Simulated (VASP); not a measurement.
# Al4NiPd3 (P4/mmm) in VASP: a series of runs

Al4NiPd3 is run at these levels: PBE; tasks: single point.

Program: VASP 6.6.1. These are calculated values, not measurements. Logs are shortened: lines on timing, memory, paths and dates and some standing lists are left out, and cuts for length are marked.

**1. The cell of the first run**

Symmetry: P4/mmm, No. 123, tetragonal system. The conventional cell has a = 4.277 Å, b = 4.277 Å, c = 6.119 Å, α = 90.00°, β = 90.00°, γ = 90.00°. Within 3.4 Å of Al (site symmetry 2mm) lie 2 Ni at 2.60 Å and 6 Pd at 2.60 to 2.66 Å and 6 Al at 2.95 to 3.17 Å. Ni (site symmetry 4/mmm) has 8 Al at 2.60 Å and 6 Pd at 3.02 to 3.06 Å within 3.4 Å. Within 3.4 Å of Pd (site symmetry 4/mmm) lie 8 Al at 2.60 Å and 4 Ni at 3.02 Å and 2 Pd at 3.06 Å. Pd (site symmetry 4/mmm) has 8 Al at 2.66 Å and 4 Pd at 3.02 Å and 2 Ni at 3.06 Å within 3.5 Å. Pd (site symmetry 4/mmm) has 8 Al at 2.66 Å and 6 Pd at 3.02 to 3.06 Å within 3.5 Å.

**2. Single point, PBE**

Contents of INCAR:

```
ALGO = Normal
EDIFF = 1E-6
ENCUT = 600
GGA = PE
GGA_COMPAT = False
ISIF = 2
ISMEAR = 0
LASPH = True
LCHARG = False
LREAL = False
LWAVE = False
NBANDS = 36
NELM = 120
PREC = Accurate
SIGMA = 0.1
```

Contents of KPOINTS:

```
k-points
0
Gamma
  10 10 6
```

Contents of POSCAR:

```
Al4NiPd3
1.0
    4.2767395217      0.0000000000      0.0000000000
    0.0000000000      4.2767395217      0.0000000000
    0.0000000000      0.0000000000      6.1194115635
Al Ni Pd
4 1 3
Direct
    0.5000000000      0.0000000000      0.2409024705
    0.0000000000      0.5000000000      0.2409024705
    0.5000000000      0.0000000000      0.7590975295
    0.0000000000      0.5000000000      0.7590975295
    0.0000000000      0.0000000000      0.0000000000
    0.5000000000      0.5000000000      0.0000000000
    0.0000000000      0.0000000000      0.5000000000
    0.5000000000      0.5000000000      0.5000000000
```

Potentials or basis: VASP PAW PBE potentials, release 64 (Al, Ni, Pd).

Started as:

```bash
$ cat potpaw_PBE.64/Al/POTCAR potpaw_PBE.64/Ni/POTCAR potpaw_PBE.64/Pd/POTCAR > POTCAR
$ mpirun -np 1 vasp_std > vasp.out
```

OUTCAR:

```text
EDIFF = 1E-6
   ENCUT = 600
   GGA = PE
   ISIF = 2
   ISMEAR = 0
   LASPH = True
   LREAL = False
   NELM = 120
   PREC = Accurate

 ion  position               nearest neighbor table
   1  0.500  0.000  0.241-   5 2.60   6 2.60   6 2.60   5 2.60   7 2.66   8 2.66   8 2.66   7 2.66
                             3 2.95   2 3.02   2 3.02   2 3.02   2 3.02   3 3.17
   2  0.000  0.500  0.241-   5 2.60   6 2.60   5 2.60   6 2.60   7 2.66   7 2.66   8 2.66   8 2.66
                             4 2.95   1 3.02   1 3.02   1 3.02   1 3.02   4 3.17
   3  0.500  0.000  0.759-   5 2.60   6 2.60   6 2.60   5 2.60   7 2.66   8 2.66   8 2.66   7 2.66
                             1 2.95   4 3.02   4 3.02   4 3.02   4 3.02   1 3.17
   4  0.000  0.500  0.759-   5 2.60   6 2.60   5 2.60   6 2.60   7 2.66   7 2.66   8 2.66   8 2.66
                             2 2.95   3 3.02   3 3.02   3 3.02   3 3.02   2 3.17
   5  0.000  0.000  0.000-   1 2.60   2 2.60   2 2.60   1 2.60   3 2.60   4 2.60   4 2.60   3 2.60
                             6 3.02   6 3.02   6 3.02   6 3.02   7 3.06   7 3.06
   6  0.500  0.500  0.000-   1 2.60   2 2.60   1 2.60   2 2.60   3 2.60   3 2.60   4 2.60   4 2.60
                             5 3.02   5 3.02   5 3.02   5 3.02   8 3.06   8 3.06
   7  0.000  0.000  0.500-   3 2.66   4 2.66   4 2.66   3 2.66   2 2.66   1 2.66   1 2.66   2 2.66
                             8 3.02   8 3.02   8 3.02   8 3.02   5 3.06   5 3.06
   8  0.500  0.500  0.500-   3 2.66   4 2.66   3 2.66   4 2.66   1 2.66   1 2.66   2 2.66   2 2.66
                             7 3.02   7 3.02   7 3.02   7 3.02   6 3.06   6 3.06

  LATTYP: Found a simple tetragonal cell.
 ALAT       =     4.2767395217
 C/A-ratio  =     1.4308590767

  Lattice vectors:

 A1 = (   4.2767395217,   0.0000000000,   0.0000000000)
 A2 = (   0.0000000000,   4.2767395217,   0.0000000000)
 A3 = (   0.0000000000,   0.0000000000,   6.1194115635)

Analysis of symmetry for initial positions (statically):
=====================================================================
 Subroutine PRICEL returns:
 Original cell was already a primitive cell.

 Routine SETGRP: Setting up the symmetry group for a
 simple tetragonal supercell.

 Subroutine GETGRP returns: Found 16 space group operations
 (whereof 16 operations were pure point group operations)
 out of a pool of 16 trial point group operations.

The static configuration has the point symmetry D_4h.

Analysis of symmetry for dynamics (positions and initial velocities):
=====================================================================
 Subroutine PRICEL returns:
 Original cell was already a primitive cell.

 Routine SETGRP: Setting up the symmetry group for a
 simple tetragonal supercell.

 Subroutine GETGRP returns: Found 16 space group operations
 (whereof 16 operations were pure point group operations)
 out of a pool of 16 trial point group operations.

The dynamic configuration has the point symmetry D_4h.

 Subroutine INISYM returns: Found 16 space group operations
 (whereof 16 operations are pure point group operations),
 and found     1 'primitive' translations

----------------------------------------------------------------------------------------

                                     Primitive cell

  volume of cell :     111.9271

  direct lattice vectors                    reciprocal lattice vectors
     4.276739522  0.000000000  0.000000000     0.233822985  0.000000000  0.000000000
     0.000000000  4.276739522  0.000000000     0.000000000  0.233822985  0.000000000
     0.000000000  0.000000000  6.119411563     0.000000000  0.000000000  0.163414405

  length of vectors
     4.276739522  4.276739522  6.119411563     0.233822985  0.233822985  0.163414405

  position of ions in fractional coordinates (direct lattice)
     0.500000000  0.000000000  0.240902470
     0.000000000  0.500000000  0.240902470
     0.500000000  0.000000000  0.759097529
     0.000000000  0.500000000  0.759097529
     0.000000000  0.000000000  0.000000000
     0.500000000  0.500000000  0.000000000
     0.000000000  0.000000000  0.500000000
     0.500000000  0.500000000  0.500000000

  ion indices of the primitive-cell ions
   primitive index   ion index
                 1           1
                 2           2
                 3           3
                 4           4
                 5           5
                 6           6
                 7           7
                 8           8

----------------------------------------------------------------------------------------

 KPOINTS: k-points

Automatic generation of k-mesh.
 Grid dimensions read from file:
 generate k-points for:   10   10    6

 Generating k-lattice:

  Cartesian coordinates                     Fractional coordinates (reciprocal lattice)
     0.023382298  0.000000000  0.000000000     0.100000000  0.000000000  0.000000000
     0.000000000  0.023382298  0.000000000     0.000000000  0.100000000  0.000000000
     0.000000000  0.000000000  0.027235734     0.000000000  0.000000000  0.166666667

  Length of vectors
     0.023382298  0.023382298  0.027235734

  Shift w.r.t. Gamma in fractional coordinates (k-lattice)
     0.000000000  0.000000000  0.000000000

 Subroutine IBZKPT returns following result:
 ===========================================

 Found     84 irreducible k-points:

 Following reciprocal coordinates:
            Coordinates               Weight
  0.000000  0.000000  0.000000      1.000000
  0.100000  0.000000  0.000000      4.000000
  0.200000  0.000000  0.000000      4.000000
  0.300000  0.000000  0.000000      4.000000
  0.400000  0.000000  0.000000      4.000000
  0.500000  0.000000  0.000000      2.000000
[... 16 lines left out ...]
  0.100000  0.000000  0.166667      8.000000
  0.200000  0.000000  0.166667      8.000000
 [... further k-points ...]
   k-points           NKPTS =     84   k-points in BZ     NKDIM =     84   number of bands    NBANDS=     36
   number of dos      NEDOS =    301   number of ions     NIONS =      8
   total plane-waves  NPLWV =  64800
   dimension x,y,z NGX =    36 NGY =   36 NGZ =   50
   dimension x,y,z NGXF=    72 NGYF=   72 NGZF=  100
   ions per type =               4   1   3
   NGX,Y,Z   is equivalent  to a cutoff of  13.99, 13.99, 13.58 a.u.
   NGXF,Y,Z  is equivalent  to a cutoff of  27.99, 27.99, 27.17 a.u.
 SYSTEM =  unknown system
   PREC   = accura    normal or accurate (medium, high low for compatibility)
   ISTART =      0    job   : 0-new  1-cont  2-samecut
   ICHARG =      2    charge: 1-file 2-atom 10-const
   ISPIN  =      1    spin polarized calculation?
   LNONCOLLINEAR =      F non collinear calculations
   LSORBIT =      F    spin-orbit coupling
   LASPH  =      T    aspherical Exc in radial PAW
   ENCUT  =  600.0 eV  44.10 Ry    6.64 a.u.   8.54  8.54 12.22*2*pi/ulx,y,z
   NELM   =    120;   NELMIN=  2; NELMDL= -5     # of ELM steps
   EDIFF  = 0.1E-05   stopping-criterion for ELM
   LREAL  =      F    real-space projection
   EDIFFG = 0.1E-04   stopping-criterion for IOM
   NSW    =      0    number of steps for IOM
   IBRION =     -1    ionic relax: 0-MD 1-quasi-New 2-CG
   NFREE  =      0    steps in history (QN), initial steepest desc. (CG)
   ISIF   =      2    stress and relaxation
   ISYM   =      2    0-nonsym 1-usesym 2-fastsym
   POTIM  = 0.5000    time-step for ionic-motion
   TEBEG  =    0.0;   TEEND  =   0.0 temperature during run
   PSTRESS=    0.0 pullay stress
   NELECT =      52.0000    total number of electrons
   NUPDOWN=      -1.0000    fix difference up-down
   EMIN   =  10.00;   EMAX   =-10.00  energy-range for DOS
   EFERMI =   0.00;   METHOD = LEGACY
   ISMEAR =     0;   SIGMA  =   0.10  broadening in eV -4-tet -1-fermi 0-gaus
   EFERMI_NEDOS =   21; number of points for ismear=-14 and -15
   IALGO  =     38    algorithm
   IMIX   =      4    mixing-type and parameters
     AMIX     =   0.40;   BMIX     =  1.00
     AMIX_MAG =   1.60;   BMIX_MAG =  1.00
  volume/ion in A,a.u.               =      13.99        94.42
  Fermi-wavevector in a.u.,A,eV,Ry     =   1.267937  2.396053 21.873585  1.607663
  Thomas-Fermi vector in A             =   2.401058
   LORBIT       =      0    0 simple, 1 ext, 2 COOP (PROOUT), +10 PAW based schemes
   GGA     = PE    functional components
   LHFCALC =     F    Hartree Fock is set to
   AEXX    =    0.0000 exact exchange contribution
   IVDW    =     0    specifies the selected vdW correction
   LEPSILON=     F    determine dielectric tensor
   LRPA    =     F    only Hartree local field effects (RPA)
 non-spin polarized calculation
 Gauss-broadening in eV      SIGMA  =   0.10
  energy-cutoff  :      600.00
  volume of cell :      111.93
 maximum number of plane-waves:      3756
 NGX is ok and might be reduce to    36
   NGX = 17   NGY = 17   NGZ = 25

 number of electron      52.0000004 magnetization

 Free energy of the ion-electron system (eV)
  ---------------------------------------------------
  ext. energy  EPLUGINS =         0.00000000
  ---------------------------------------------------
  free energy    TOTEN  =       -42.44315371 eV

  energy without entropy =      -42.42764677  energy(sigma->0) =      -42.43540024

 E-fermi :  10.1228     XC(G=0): -11.9459

 val. band max:       10.1092717031   @ k =   0.2000   0.2000   0.1667
 cond. band min:      10.1315628005   @ k =   0.3000   0.0000   0.0000
 fundamental gap:      0.0222910974
 Fermi energy:        10.1228371425

 k-point     1 :       0.0000    0.0000    0.0000
  band No.  band energies     occupation
      1      -0.4019      2.00000
      2       3.3186      2.00000
      3       3.4043      2.00000
      4       3.4406      2.00000
      5       4.5167      2.00000
      6       4.5167      2.00000
[... 28 lines left out ...]
     35      14.9031      0.00000
     36      14.9031      0.00000

 k-point     2 :       0.1000    0.0000    0.0000
  band No.  band energies     occupation
      1      -0.3145      2.00000
      2       3.4039      2.00000
      3       3.4083      2.00000
      4       3.4460      2.00000
      5       4.4774      2.00000
      6       4.5532      2.00000
[... 28 lines left out ...]
     35      14.9007      0.00000
     36      15.4926      0.00000

 k-point     3 :       0.2000    0.0000    0.0000
  band No.  band energies     occupation
      1      -0.0548      2.00000
      2       3.3822      2.00000
      3       3.4074      2.00000
      4       3.6696      2.00000
      5       4.3703      2.00000
      6       4.6587      2.00000
[... 28 lines left out ...]
     35      15.0632      0.00000
     36      15.9750      0.00000

 k-point     4 :       0.3000    0.0000    0.0000
  band No.  band energies     occupation
      1       0.3685      2.00000
      2       3.0310      2.00000
      3       3.4228      2.00000
      4       4.0714      2.00000
      5       4.2285      2.00000
      6       4.8178      2.00000
[... 28 lines left out ...]
     35      15.6924      0.00000
     36      16.1620      0.00000

 k-point     5 :       0.4000    0.0000    0.0000
  band No.  band energies     occupation
      1       0.9384      2.00000
      2       2.3750      2.00000
      3       3.4485      2.00000
      4       4.1030      2.00000
      5       4.5254      2.00000
      6       4.9921      2.00000
[... 655 lines left out ...]
 k-point    22 :       0.0000    0.0000    0.1667
  band No.  band energies     occupation
      1      -0.2835      2.00000
      2       2.3533      2.00000
      3       3.4954      2.00000
      4       4.3041      2.00000
      5       4.5283      2.00000
      6       4.5861      2.00000
[... 28 lines left out ...]
     35      15.2406      0.00000
     36      15.6139      0.00000

 k-point    23 :       0.1000    0.0000    0.1667
  band No.  band energies     occupation
      1      -0.1967      2.00000
      2       2.4172      2.00000
      3       3.5009      2.00000
      4       4.3047      2.00000
      5       4.4605      2.00000
      6       4.6216      2.00000
[... 28 lines left out ...]
     35      15.2549      0.00000
     36      15.6152      0.00000

 k-point    24 :       0.2000    0.0000    0.1667
  band No.  band energies     occupation
      1       0.0607      2.00000
      2       2.5966      2.00000
      3       3.4389      2.00000
      4       4.2124      2.00000
      5       4.4776      2.00000
      6       4.7241      2.00000
[... 28 lines left out ...]
     35      15.6675      0.00000
     36      16.1250      0.00000

 [... further k-points ...]

------------------------ aborting loop because EDIFF is reached ----------------------------------------

  FORCE on cell =-STRESS in cart. coord.  units (eV):
  Direction    XX          YY          ZZ          XY          YZ          ZX
  --------------------------------------------------------------------------------------
  -------------------------------------------------------------------------------------
  Total       -0.0462448     -0.0462448     -0.0158689      0.0000000      0.0000000      0.0000000
  in kB       -0.6619693     -0.6619693     -0.2271546      0.0000000      0.0000000      0.0000000
  external PRESSURE =      -0.5170310 kB  Pullay stress =       0.0000000 kB

 VOLUME and BASIS-vectors are now :
 -----------------------------------------------------------------------------
  energy-cutoff  :      600.00
  volume of cell :      111.93
      direct lattice vectors                 reciprocal lattice vectors
     4.276739522  0.000000000  0.000000000     0.233822985  0.000000000  0.000000000
     0.000000000  4.276739522  0.000000000     0.000000000  0.233822985  0.000000000
     0.000000000  0.000000000  6.119411563     0.000000000  0.000000000  0.163414405

 POSITION                                       TOTAL-FORCE (eV/Angst)
 -----------------------------------------------------------------------------------
      2.13837      0.00000      1.47418         0.000000      0.000000     -0.001913
      0.00000      2.13837      1.47418         0.000000     -0.000000     -0.001913
      2.13837      0.00000      4.64523        -0.000000     -0.000000      0.001913
      0.00000      2.13837      4.64523        -0.000000      0.000000      0.001913
      0.00000      0.00000      0.00000         0.000000     -0.000000      0.000000
      2.13837      2.13837      0.00000         0.000000     -0.000000      0.000000
      0.00000      0.00000      3.05971         0.000000     -0.000000      0.000000
      2.13837      2.13837      3.05971         0.000000     -0.000000      0.000000
 -----------------------------------------------------------------------------------
    total drift:                                0.000000      0.000000     -0.000000

  FREE ENERGIE OF THE ION-ELECTRON SYSTEM (eV)
  ---------------------------------------------------
  free  energy   TOTEN  =       -42.4431537093 eV

  energy  without entropy=      -42.4276467658  energy(sigma->0) =      -42.43540024
```

It took 9.6 min on 1 thread of AMD EPYC 9755, shared host; peak memory 0.48 GiB.

Results:

```
Free energy            : -42.4432 eV
Pressure               : -0.1 GPa
Band gap on the k mesh : zero (bands 26 and 27 overlap by 3.14 eV)
```

Spin polarisation is off, so any magnetic state and its effect on volume and gap are missing.

(Part 1 of 2 ends here.)

The gap in the log of VASP goes by the Fermi energy; the results here count the filled bands.